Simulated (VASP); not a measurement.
# Na2B (R3m) in VASP: further runs

Runs on Na2B. Level: PBE. Tasks: single point, relaxation of cell and atoms.

Program: VASP 6.6.1. These are calculated values, not measurements. Logs are shortened: lines on timing, memory, paths and dates and some standing lists are left out, and cuts for length are marked.

### Step 1. The cell of the first run

It takes space group R3m (No. 160, trigonal). The conventional cell has a = 3.538 Å, b = 3.538 Å, c = 20.254 Å, α = 90.00°, β = 90.00°, γ = 120.00°. Na (site symmetry 3m) has 3 B at 2.69 Å and 1 Na at 3.49 Å within 3.5 Å. Within 3.5 Å of Na (site symmetry 3m) lie 3 B at 2.69 Å and 1 Na at 3.49 Å. B (site symmetry 3m) has 6 Na at 2.69 Å within 3.5 Å.

### Step 2. Single point, PBE

File INCAR:

```
ALGO = Normal ; EDIFF = 1E-6
ENCUT = 520 ; GGA = PE
ISIF = 2 ; ISMEAR = 0
LASPH = True ; LCHARG = True
LELF = True ; LREAL = False
LVHAR = True ; LWAVE = False
NBANDS = 16 ; NELM = 60
PREC = Accurate ; SIGMA = 0.1
```

File KPOINTS:

```
k-points
0
Gamma
  6 6 6
```

File POSCAR:

```
Na2B
1.0
    1.7689083192      1.0212796942      6.7514453546
   -1.7689083192      1.0212796942      6.7514453546
    0.0000000000     -2.0425593885      6.7514453546
Na B
2 1
Direct
    0.7528506088      0.7528506088      0.7528506088
    0.5804914017      0.5804914017      0.5804914017
   -0.0000420105     -0.0000420105     -0.0000420105
```

Potentials or basis: VASP PAW PBE potentials, release 64 (Na_pv, B).

Run with:

```console
cat potpaw_PBE.64/Na_pv/POTCAR potpaw_PBE.64/B/POTCAR > POTCAR
mpirun -np 1 vasp_std > vasp.out
```

OUTCAR:

```text
EDIFF = 1E-6
   ENCUT = 520
   GGA = PE
   ISIF = 2
   ISMEAR = 0
   LASPH = True
   LREAL = False
   NELM = 60
   PREC = Accurate

 ion  position               nearest neighbor table
   1  0.753  0.753  0.753-
   2  0.580  0.580  0.580-
   3  1.000  1.000  1.000-

  LATTYP: Found a trigonal (rhomboedric) cell.
 ALAT       =     7.0536560188
 COS(alpha) =     0.8742198551

  Lattice vectors:

 A1 = (   1.7689083192,   1.0212796942,   6.7514453546)
 A2 = (  -1.7689083192,   1.0212796942,   6.7514453546)
 A3 = (   0.0000000000,  -2.0425593885,   6.7514453546)

Analysis of symmetry for initial positions (statically):
=====================================================================
 Subroutine PRICEL returns:
 Original cell was already a primitive cell.

 Routine SETGRP: Setting up the symmetry group for a
 trigonal (rhombohedral) supercell.

 Subroutine GETGRP returns: Found  6 space group operations
 (whereof  6 operations were pure point group operations)
 out of a pool of 12 trial point group operations.

The static configuration has the point symmetry C_3v.

Analysis of symmetry for dynamics (positions and initial velocities):
=====================================================================
 Subroutine PRICEL returns:
 Original cell was already a primitive cell.

 Routine SETGRP: Setting up the symmetry group for a
 trigonal (rhombohedral) supercell.

 Subroutine GETGRP returns: Found  6 space group operations
 (whereof  6 operations were pure point group operations)
 out of a pool of 12 trial point group operations.

The dynamic configuration has the point symmetry C_3v.

 Subroutine INISYM returns: Found  6 space group operations
 (whereof  6 operations are pure point group operations),
 and found     1 'primitive' translations

----------------------------------------------------------------------------------------

                                     Primitive cell

  volume of cell :      73.1809

  direct lattice vectors                    reciprocal lattice vectors
     1.768908319  1.021279694  6.751445355     0.282660212  0.163193949  0.049372144
    -1.768908319  1.021279694  6.751445355    -0.282660212  0.163193949  0.049372144
     0.000000000 -2.042559388  6.751445355     0.000000000 -0.326387899  0.049372144

  length of vectors
     7.053656019  7.053656019  7.053656019     0.330100998  0.330100998  0.330100998

  position of ions in fractional coordinates (direct lattice)
     0.752850609  0.752850609  0.752850609
     0.580491402  0.580491402  0.580491402
     0.999957989  0.999957989  0.999957989

  ion indices of the primitive-cell ions
   primitive index   ion index
                 1           1
                 2           2
                 3           3

----------------------------------------------------------------------------------------

 KPOINTS: k-points

Automatic generation of k-mesh.
 Grid dimensions read from file:
 generate k-points for:    6    6    6

 Generating k-lattice:

  Cartesian coordinates                     Fractional coordinates (reciprocal lattice)
     0.047110035  0.027198992  0.008228691     0.166666667  0.000000000  0.000000000
    -0.047110035  0.027198992  0.008228691     0.000000000  0.166666667  0.000000000
     0.000000000 -0.054397983  0.008228691     0.000000000  0.000000000  0.166666667

  Length of vectors
     0.055016833  0.055016833  0.055016833

  Shift w.r.t. Gamma in fractional coordinates (k-lattice)
     0.000000000  0.000000000  0.000000000

 Subroutine IBZKPT returns following result:
 ===========================================

 Found     32 irreducible k-points:

 Following reciprocal coordinates:
            Coordinates               Weight
  0.000000  0.000000  0.000000      1.000000
  0.166667  0.000000  0.000000      6.000000
  0.333333  0.000000  0.000000      6.000000
  0.500000  0.000000  0.000000      3.000000
  0.166667  0.166667  0.000000      6.000000
  0.333333  0.166667  0.000000     12.000000
[... 16 lines left out ...]
  0.500000  0.500000  0.166667      6.000000
 -0.333333  0.500000  0.166667     12.000000
 [... further k-points ...]
   k-points           NKPTS =     32   k-points in BZ     NKDIM =     32   number of bands    NBANDS=     16
   number of dos      NEDOS =    301   number of ions     NIONS =      3
   total plane-waves  NPLWV = 157464
   dimension x,y,z NGX =    54 NGY =   54 NGZ =   54
   dimension x,y,z NGXF=   108 NGYF=  108 NGZF=  108
   ions per type =               2   1
   NGX,Y,Z   is equivalent  to a cutoff of  12.73, 12.73, 12.73 a.u.
   NGXF,Y,Z  is equivalent  to a cutoff of  25.45, 25.45, 25.45 a.u.
 SYSTEM =  unknown system
   PREC   = accura    normal or accurate (medium, high low for compatibility)
   ISTART =      0    job   : 0-new  1-cont  2-samecut
   ICHARG =      2    charge: 1-file 2-atom 10-const
   ISPIN  =      1    spin polarized calculation?
   LNONCOLLINEAR =      F non collinear calculations
   LSORBIT =      F    spin-orbit coupling
   LASPH  =      T    aspherical Exc in radial PAW
   ENCUT  =  520.0 eV  38.22 Ry    6.18 a.u.  13.12 13.12 13.12*2*pi/ulx,y,z
   NELM   =     60;   NELMIN=  2; NELMDL= -5     # of ELM steps
   EDIFF  = 0.1E-05   stopping-criterion for ELM
   LREAL  =      F    real-space projection
   EDIFFG = 0.1E-04   stopping-criterion for IOM
   NSW    =      0    number of steps for IOM
   IBRION =     -1    ionic relax: 0-MD 1-quasi-New 2-CG
   NFREE  =      0    steps in history (QN), initial steepest desc. (CG)
   ISIF   =      2    stress and relaxation
   ISYM   =      2    0-nonsym 1-usesym 2-fastsym
   POTIM  = 0.5000    time-step for ionic-motion
   TEBEG  =    0.0;   TEEND  =   0.0 temperature during run
   PSTRESS=    0.0 pullay stress
   NELECT =      17.0000    total number of electrons
   NUPDOWN=      -1.0000    fix difference up-down
   EMIN   =  10.00;   EMAX   =-10.00  energy-range for DOS
   EFERMI =   0.00;   METHOD = LEGACY
   ISMEAR =     0;   SIGMA  =   0.10  broadening in eV -4-tet -1-fermi 0-gaus
   EFERMI_NEDOS =   21; number of points for ismear=-14 and -15
   IALGO  =     38    algorithm
   IMIX   =      4    mixing-type and parameters
     AMIX     =   0.40;   BMIX     =  1.00
     AMIX_MAG =   1.60;   BMIX_MAG =  1.00
  volume/ion in A,a.u.               =      24.39       164.62
  Fermi-wavevector in a.u.,A,eV,Ry     =   1.006372  1.901767 13.779766  1.012784
  Thomas-Fermi vector in A             =   2.139110
   LORBIT       =      0    0 simple, 1 ext, 2 COOP (PROOUT), +10 PAW based schemes
   GGA     = PE    functional components
   LHFCALC =     F    Hartree Fock is set to
   AEXX    =    0.0000 exact exchange contribution
   IVDW    =     0    specifies the selected vdW correction
   LEPSILON=     F    determine dielectric tensor
   LRPA    =     F    only Hartree local field effects (RPA)
 non-spin polarized calculation
 Gauss-broadening in eV      SIGMA  =   0.10
  energy-cutoff  :      520.00
  volume of cell :       73.18
 maximum number of plane-waves:      2002
 NGX is ok and might be reduce to    54
   NGX = 27   NGY = 27   NGZ = 27

 number of electron      16.9999992 magnetization

 Free energy of the ion-electron system (eV)
  ---------------------------------------------------
  ext. energy  EPLUGINS =         0.00000000
  ---------------------------------------------------
  free energy    TOTEN  =        -5.84289224 eV

  energy without entropy =       -5.83501694  energy(sigma->0) =       -5.83895459

 E-fermi :   0.5803     XC(G=0):  -7.4817

 val. band max:        0.5272961137   @ k =   0.5000   0.3333   0.0000
 cond. band min:       0.6108245214   @ k =   0.5000   0.5000   0.0000
 fundamental gap:      0.0835284077
 Fermi energy:         0.5802868324

 k-point     1 :       0.0000    0.0000    0.0000
  band No.  band energies     occupation
      1     -23.3495      2.00000
      2     -23.3107      2.00000
      3     -23.3006      2.00000
      4     -23.3006      2.00000
      5     -23.3000      2.00000
      6     -23.3000      2.00000
[... 8 lines left out ...]
     15      12.4239      0.00000
     16      12.4240      0.00000

 k-point     2 :       0.1667    0.0000    0.0000
  band No.  band energies     occupation
      1     -23.3459      2.00000
      2     -23.3150      2.00000
      3     -23.3128      2.00000
      4     -23.3088      2.00000
      5     -23.3036      2.00000
      6     -23.3030      2.00000
[... 8 lines left out ...]
     15      10.4260      0.00000
     16      11.0893      0.00000

 k-point     3 :       0.3333    0.0000    0.0000
  band No.  band energies     occupation
      1     -23.3417      2.00000
      2     -23.3403      2.00000
      3     -23.3348      2.00000
      4     -23.3096      2.00000
      5     -23.3091      2.00000
      6     -23.3086      2.00000
[... 8 lines left out ...]
     15       9.5588      0.00000
     16      10.2843      0.00000

 k-point     4 :       0.5000    0.0000    0.0000
  band No.  band energies     occupation
      1     -23.3550      2.00000
      2     -23.3498      2.00000
      3     -23.3335      2.00000
      4     -23.3124      2.00000
      5     -23.3122      2.00000
      6     -23.3083      2.00000
[... 8 lines left out ...]
     15       9.0299      0.00000
     16       9.9132      0.00000
[... 324 lines left out ...]
 k-point    22 :      -0.1667    0.3333    0.1667
  band No.  band energies     occupation
      1     -23.3475      2.00000
      2     -23.3438      2.00000
      3     -23.3331      2.00000
      4     -23.3207      2.00000
      5     -23.3172      2.00000
      6     -23.3091      2.00000
[... 8 lines left out ...]
     15       8.6047      0.00000
     16       9.6366      0.00000

 k-point    23 :       0.5000    0.5000    0.1667
  band No.  band energies     occupation
      1     -23.3416      2.00000
      2     -23.3385      2.00000
      3     -23.3294      2.00000
      4     -23.3160      2.00000
      5     -23.3116      2.00000
      6     -23.3070      2.00000
[... 8 lines left out ...]
     15       9.1974      0.00000
     16      10.7420      0.00000

 k-point    24 :      -0.3333    0.5000    0.1667
  band No.  band energies     occupation
      1     -23.3473      2.00000
      2     -23.3443      2.00000
      3     -23.3288      2.00000
      4     -23.3212      2.00000
      5     -23.3168      2.00000
      6     -23.3130      2.00000
[... 8 lines left out ...]
     15       8.1552      0.00000
     16       9.5821      0.00000

 [... further k-points ...]

------------------------ aborting loop because EDIFF is reached ----------------------------------------

  FORCE on cell =-STRESS in cart. coord.  units (eV):
  Direction    XX          YY          ZZ          XY          YZ          ZX
  --------------------------------------------------------------------------------------
  -------------------------------------------------------------------------------------
  Total        0.0014118      0.0014118     -0.0266356      0.0000000      0.0000000      0.0000000
  in kB        0.0309094      0.0309094     -0.5831422      0.0000000      0.0000000      0.0000000
  external PRESSURE =      -0.1737745 kB  Pullay stress =       0.0000000 kB

 VOLUME and BASIS-vectors are now :
 -----------------------------------------------------------------------------
  energy-cutoff  :      520.00
  volume of cell :       73.18
      direct lattice vectors                 reciprocal lattice vectors
     1.768908319  1.021279694  6.751445355     0.282660212  0.163193949  0.049372144
    -1.768908319  1.021279694  6.751445355    -0.282660212  0.163193949  0.049372144
     0.000000000 -2.042559388  6.751445355     0.000000000 -0.326387899  0.049372144

 POSITION                                       TOTAL-FORCE (eV/Angst)
 -----------------------------------------------------------------------------------
      0.00000     -0.00000     15.24849         0.000000     -0.000000      0.005076
      0.00000     -0.00000     11.75747         0.000000      0.000000     -0.005284
      0.00000     -0.00000     20.25349         0.000000     -0.000000      0.000208
 -----------------------------------------------------------------------------------
    total drift:                                0.000000     -0.000000      0.000052

  FREE ENERGIE OF THE ION-ELECTRON SYSTEM (eV)
  ---------------------------------------------------
  free  energy   TOTEN  =        -5.8428922367 eV

  energy  without entropy=       -5.8350169356  energy(sigma->0) =       -5.83895459
```

It took 67 s on 1 thread of AMD EPYC 9R45 (Zen 5), shared host; peak memory 0.35 GiB.

What came out:

| Quantity | Value |
| --- | --- |
| Free energy | -5.8429 eV |
| Pressure | 0.0 GPa |
| Largest force | 0.005 eV/Å |

Forces on the atoms (eV/Å):
```
Na   0.000  0.000  0.005
Na   0.000  0.000 -0.005
B    0.000  0.000  0.000
```

Levels at points of the mesh, in eV from the Fermi level:
| k point | band 5 | band 6 | band 7 | band 8 | band 9 | band 10 | band 11 | band 12 |
| --- | --- | --- | --- | --- | --- | --- | --- | --- |
| (0.00, 0.00, 0.00) | -23.88 | -23.88 | -6.63 | -1.50 | -1.30 | 3.00 | 3.00 | 5.52 |
| (0.50, 0.00, 0.00) | -23.89 | -23.89 | -4.70 | -1.48 | 0.21 | 2.06 | 2.21 | 2.83 |
| (0.50, 0.50, 0.00) | -23.89 | -23.89 | -4.70 | -1.44 | 0.03 | 2.04 | 2.05 | 3.19 |
| (0.50, 0.50, 0.50) | -23.88 | -23.88 | -6.57 | -2.73 | 1.03 | 2.99 | 2.99 | 3.05 |

### Step 3. Relaxation of cell and atoms, PBE

This run uses another cell than the first one, of 14.91 Å³/atom, 0.611 times its volume.

File INCAR:

```
PREC = Accurate
ENCUT = 600
EDIFF = 1E-6
ISMEAR = 0
SIGMA = 0.1
LREAL = F
LASPH = T
NELM = 100
ALGO = Normal
ISIF = 3
LWAVE = F
LCHARG = F
GGA = PE
IBRION = 2
NSW = 90
EDIFFG = -0.04
```

File KPOINTS:

```
regular mesh
0
Gamma
  6 6 6
```

File POSCAR:

```
Na2B
1.0
    1.4940575658      0.8625945378      5.7847647490
   -1.4940575658      0.8625945378      5.7847647490
    0.0000000000     -1.7251890756      5.7847647490
Na B
2 1
Direct
    0.7484000000      0.7484000000      0.7484000000
    0.5849000000      0.5849000000      0.5849000000
    0.0000000000      0.0000000000      0.0000000000
```

Potentials or basis: VASP PAW PBE potentials, release 64 (Na_pv, B).

Run with:

```console
cat potpaw_PBE.64/Na_pv/POTCAR potpaw_PBE.64/B/POTCAR > POTCAR
mpirun -np 1 vasp_std > vasp.out
```

Run time: 3.1 min. Hardware: 1 thread of AMD EPYC 9R45 (Zen 5), shared host; peak memory 0.29 GiB.

The run converged. Its results:

```yaml
Free_energy: -5.8339 eV
Relaxed_volume: 24.14 Å³/atom
Relaxed_cell: a = 6.974 Å, b = 6.974 Å, c = 6.974 Å, α = 29.42°, β = 29.42°, γ = 29.42°
Space_group_after_relaxing_to_0.05_Å: R3m (No. 160)
Energy_gained_by_relaxing: 598.8 meV/atom
Ionic_steps: 9
Pressure_after_relaxing: 0.0 GPa
Largest_force_after_relaxing: 0.012 eV/Å
```

Forces on the atoms (eV/Å):
```
Na   0.000  0.000  0.012
Na   0.000  0.000 -0.012
B    0.000  0.000  0.000
```

Stress tensor (GPa, compression positive):
```
-0.08  0.00  0.00
 0.00 -0.08  0.00
 0.00  0.00  0.16
```

Step by step:
| step | energy change (eV) | largest force (eV/Å) | pressure (GPa) | volume (Å³) |
| --- | --- | --- | --- | --- |
| 1 | 0.0000 | 2.7149 | 28.40 | 44.73 |
| 2 | -1.7465 | 0.0664 | 2.24 | 64.10 |
| 3 | -1.7700 | 0.0579 | 1.09 | 66.41 |
| 4 | -1.7654 | 0.2534 | -0.63 | 71.20 |
| 5 | -1.7757 | 0.1561 | 0.23 | 68.59 |
| 6 | -1.7756 | 0.1332 | 0.42 | 68.04 |
| 7 | -1.7796 | 0.1207 | 0.40 | 68.48 |
| 8 | -1.7895 | 0.0820 | 0.22 | 69.79 |
| 9 | -1.7964 | 0.0124 | 0.00 | 72.42 |

Final structure:
```yaml
crystal:
  lattice:
    - [1.77077, 1.02236, 6.66755]
    - [-1.77077, 1.02236, 6.66755]
    - [0.00000, -2.04471, 6.66755]
  atoms:
    - { symbol: Na, position: [0.75344, 0.75344, 0.75344] }
    - { symbol: Na, position: [0.57991, 0.57991, 0.57991] }
    - { symbol: B, position: [0.99995, 0.99995, 0.99995] }
```

Levels at points of the mesh, in eV from the Fermi level:
| k point | band 4 | band 5 | band 6 | band 7 | band 8 | band 9 | band 10 | band 11 | band 12 |
| --- | --- | --- | --- | --- | --- | --- | --- | --- | --- |
| (0.00, 0.00, 0.00) | -23.86 | -23.86 | -23.86 | -6.63 | -1.47 | -1.27 | 2.98 | 2.98 | 5.71 |
| (0.50, 0.00, 0.00) | -23.87 | -23.87 | -23.87 | -4.71 | -1.48 | 0.22 | 2.04 | 2.21 | 2.86 |
| (0.50, 0.50, 0.00) | -23.87 | -23.87 | -23.87 | -4.70 | -1.44 | 0.03 | 2.04 | 2.04 | 3.24 |
| (0.50, 0.50, 0.50) | -23.86 | -23.86 | -23.86 | -6.56 | -2.73 | 1.11 | 2.98 | 2.98 | 3.21 |

Caveat: the k points lie up to 0.35 Å⁻¹ apart in the final cell; the volume moved by over 15 % at a fixed basis, so the end points are rough.
